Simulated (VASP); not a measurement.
# ZrC (Fm-3m) in VASP: settings compared, part 2 of 2

VASP 6.6.1.

## Step 3: Electric field gradients, LDA, collinear spin, zero start

This run uses another cell than the first one, of 12.98 Å³/atom.

INCAR

```
PREC     = Accurate       # precision mode
ENCUT    = 520            # plane-wave cutoff, eV
EDIFF    = 1E-8           # SCF threshold, eV
ISMEAR   = -1             # smearing method
SIGMA    = 0.05           # smearing width, eV
LREAL    = F              # projectors in reciprocal space
LASPH    = T              # aspherical terms in the spheres
NELM     = 150            # most SCF steps
ALGO     = Normal         # electronic algorithm
ISIF     = 2              # what is computed and relaxed
LWAVE    = F              # write WAVECAR
LCHARG   = F              # write CHGCAR
ISPIN    = 2              # spin polarisation
MAGMOM   = 0 0            # initial moments
LORBIT   = 11             # projections on sites
LMAXMIX  = 4              # l up to which the mixer works
GGA      = CA             # functional
LEFG     = T            
NBANDS   = 19             # bands
```

KPOINTS

```
Automatic mesh
0
Gamma
  15 15 15
```

POSCAR

```
ZrC
1.0
    0.0000000000      2.3502100000      2.3502100000
    2.3502100000      0.0000000000      2.3502100000
    2.3502100000      2.3502100000      0.0000000000
Zr C
1 1
Direct
    0.5000000000      0.5000000000      0.5000000000
    0.0000000000      0.0000000000      0.0000000000
```

Potentials or basis: VASP PAW LDA potentials, release 64 (Zr_sv, C).

Started as:

```
$ cat potpaw_LDA.64/Zr_sv/POTCAR potpaw_LDA.64/C/POTCAR > POTCAR
$ mpirun -np 1 vasp_std > vasp.out
```

OUTCAR:

```text
PREC = Accurate
   ENCUT = 520
   EDIFF = 1E-8
   ISMEAR = -1
   LREAL = F
   LASPH = T
   NELM = 150
   ISIF = 2
   ISPIN = 2
   LORBIT = 11
   GGA = CA

 ion  position               nearest neighbor table
   1  0.500  0.500  0.500-   2 2.35   2 2.35   2 2.35   2 2.35   2 2.35   2 2.35
   2  0.000  0.000  0.000-   1 2.35   1 2.35   1 2.35   1 2.35   1 2.35   1 2.35

  LATTYP: Found a face centered cubic cell.
 ALAT       =     4.7004200000

  Lattice vectors:

 A1 = (   0.0000000000,   2.3502100000,   2.3502100000)
 A2 = (   2.3502100000,   0.0000000000,   2.3502100000)
 A3 = (   2.3502100000,   2.3502100000,   0.0000000000)

Analysis of symmetry for initial positions (statically):
=====================================================================
 Subroutine PRICEL returns:
 Original cell was already a primitive cell.

 Routine SETGRP: Setting up the symmetry group for a
 face centered cubic supercell.

 Subroutine GETGRP returns: Found 48 space group operations
 (whereof 48 operations were pure point group operations)
 out of a pool of 48 trial point group operations.

The static configuration has the point symmetry O_h .

Analysis of symmetry for dynamics (positions and initial velocities):
=====================================================================
 Subroutine PRICEL returns:
 Original cell was already a primitive cell.

 Routine SETGRP: Setting up the symmetry group for a
 face centered cubic supercell.

 Subroutine GETGRP returns: Found 48 space group operations
 (whereof 48 operations were pure point group operations)
 out of a pool of 48 trial point group operations.

The dynamic configuration has the point symmetry O_h .

Analysis of structural, dynamic, and magnetic symmetry:
=====================================================================
 Subroutine PRICEL returns:
 Original cell was already a primitive cell.

 Routine SETGRP: Setting up the symmetry group for a
 face centered cubic supercell.

 Subroutine GETGRP returns: Found 48 space group operations
 (whereof 48 operations were pure point group operations)
 out of a pool of 48 trial point group operations.

The overall configuration has the point symmetry O_h .

 Subroutine INISYM returns: Found 48 space group operations
 (whereof 48 operations are pure point group operations),
 and found     1 'primitive' translations

----------------------------------------------------------------------------------------

                                     Primitive cell

  volume of cell :      25.9627

  direct lattice vectors                    reciprocal lattice vectors
     0.000000000  2.350210000  2.350210000    -0.212746946  0.212746946  0.212746946
     2.350210000  0.000000000  2.350210000     0.212746946 -0.212746946  0.212746946
     2.350210000  2.350210000  0.000000000     0.212746946  0.212746946 -0.212746946

  length of vectors
     3.323698856  3.323698856  3.323698856     0.368488520  0.368488520  0.368488520

  position of ions in fractional coordinates (direct lattice)
[... 109 lines left out ...]
   LRPA    =     F    only Hartree local field effects (RPA)
 spin polarized calculation
  energy-cutoff  :      520.00
  volume of cell :       25.96
 maximum number of plane-waves:       725
 NGX is ok and might be reduce to    28
   NGX = 13   NGY = 13   NGZ = 13

 number of electron      16.0000000 magnetization      -0.0000014

 number of electron      16.0000000 magnetization       0.0000000

 Free energy of the ion-electron system (eV)
  ---------------------------------------------------
  ext. energy  EPLUGINS =         0.00000000
  ---------------------------------------------------
  free energy    TOTEN  =       -21.25646558 eV

  energy without entropy =      -21.25394664  energy(sigma->0) =      -21.25520611

 E-fermi :   9.4335     XC(G=0): -12.3585

 val. band max:        9.4162297301   @ k =   0.3333   0.2667   0.0000
 cond. band min:       9.4528536075   @ k =   0.4000   0.3333   0.0000
 fundamental gap:      0.0366238774
 Fermi energy:         9.4335062869

 spin component 1

 k-point     1 :       0.0000    0.0000    0.0000
  band No.  band energies     occupation
      1     -38.3567      1.00000
      2     -16.2165      1.00000
      3     -16.2165      1.00000
      4     -16.2165      1.00000
      5      -1.7063      1.00000
      6      10.3879      0.00000
[... 517 lines left out ...]
     18      29.9269      0.00000
     19      32.0281      0.00000

 [... further k-points ...]

 spin component 2

 k-point     1 :       0.0000    0.0000    0.0000
  band No.  band energies     occupation
      1     -38.3567      1.00000
      2     -16.2165      1.00000
      3     -16.2165      1.00000
      4     -16.2165      1.00000
      5      -1.7063      1.00000
      6      10.3879      0.00000
[... 517 lines left out ...]
     18      29.9269      0.00000
     19      32.0281      0.00000

 [... further k-points ...]

------------------------ aborting loop because EDIFF is reached ----------------------------------------

  FORCE on cell =-STRESS in cart. coord.  units (eV):
  Direction    XX          YY          ZZ          XY          YZ          ZX
  --------------------------------------------------------------------------------------
  -------------------------------------------------------------------------------------
  Total       -1.3112043     -1.3112043     -1.3112043     -0.0000000      0.0000000      0.0000000
  in kB      -80.9153552    -80.9153552    -80.9153552     -0.0000000      0.0000000      0.0000000
  external PRESSURE =     -80.9153552 kB  Pullay stress =       0.0000000 kB

 VOLUME and BASIS-vectors are now :
 -----------------------------------------------------------------------------
  energy-cutoff  :      520.00
  volume of cell :       25.96
      direct lattice vectors                 reciprocal lattice vectors
     0.000000000  2.350210000  2.350210000    -0.212746946  0.212746946  0.212746946
     2.350210000  0.000000000  2.350210000     0.212746946 -0.212746946  0.212746946
     2.350210000  2.350210000  0.000000000     0.212746946  0.212746946 -0.212746946

 POSITION                                       TOTAL-FORCE (eV/Angst)
 -----------------------------------------------------------------------------------
      2.35021      2.35021      2.35021         0.000000     -0.000000      0.000000
      0.00000      0.00000      0.00000        -0.000000      0.000000     -0.000000
 -----------------------------------------------------------------------------------
    total drift:                                0.000000      0.000000      0.000000

  FREE ENERGIE OF THE ION-ELECTRON SYSTEM (eV)
  ---------------------------------------------------
  free  energy   TOTEN  =       -21.2564655774 eV

  energy  without entropy=      -21.2539466443  energy(sigma->0) =      -21.25520611

 Electric field gradients (V/A^2)
---------------------------------------------------------------------
 ion       V_xx      V_yy      V_zz      V_xy      V_xz      V_yz
---------------------------------------------------------------------
   1      -0.000     0.000     0.000    -0.000    -0.000    -0.000
   2      -0.000     0.000     0.000    -0.000    -0.000    -0.000
---------------------------------------------------------------------

 Electric field gradients after diagonalization (V/A^2)
 (convention: |V_zz| > |V_xx| > |V_yy|)
----------------------------------------------------------------------
 ion       V_xx      V_yy      V_zz     asymmetry (V_yy - V_xx)/ V_zz
----------------------------------------------------------------------
   1       0.000     0.000    -0.000       0.000
   2       0.000     0.000    -0.000       0.000
----------------------------------------------------------------------

           NMR quadrupolar parameters

 Cq : quadrupolar parameter    Cq=e*Q*V_zz/h
 eta: asymmetry parameters     (V_yy - V_xx)/ V_zz
 Q  : nuclear electric quadrupole moment in mb (millibarn)
----------------------------------------------------------------------
 ion       Cq(MHz)       eta       Q (mb)
----------------------------------------------------------------------
   1      -0.000       0.000       1.000
   2      -0.000       0.000       1.000
----------------------------------------------------------------------

 total charge

# of ion       s       p       d       tot
------------------------------------------
    1        2.178   6.043   1.651   9.872
    2        0.876   1.473   0.000   2.349
--------------------------------------------------
tot          3.054   7.515   1.651  12.221

 magnetization (x)

# of ion       s       p       d       tot
------------------------------------------
    1        0.000  -0.000  -0.000   0.000
    2       -0.000   0.000   0.000  -0.000
--------------------------------------------------
tot          0.000   0.000  -0.000   0.000
```

Wall time 3 min (1 thread of Intel Xeon 8259CL, shared host); peak memory 0.22 GiB.

What came out:

```yaml
Free_energy: -21.2565 eV
Pressure: -8.1 GPa
Band_gap_on_the_k_mesh: zero (filled and empty bands overlap)
Net_moment: 0.00 μB per cell
Largest_electric_field_gradient_by_atom: zero within the noise of the run
Valence_electrons_inside_the_program's_atomic_spheres: Zr 9.87; C 2.35
```

Caveat: the cell stands under tension.
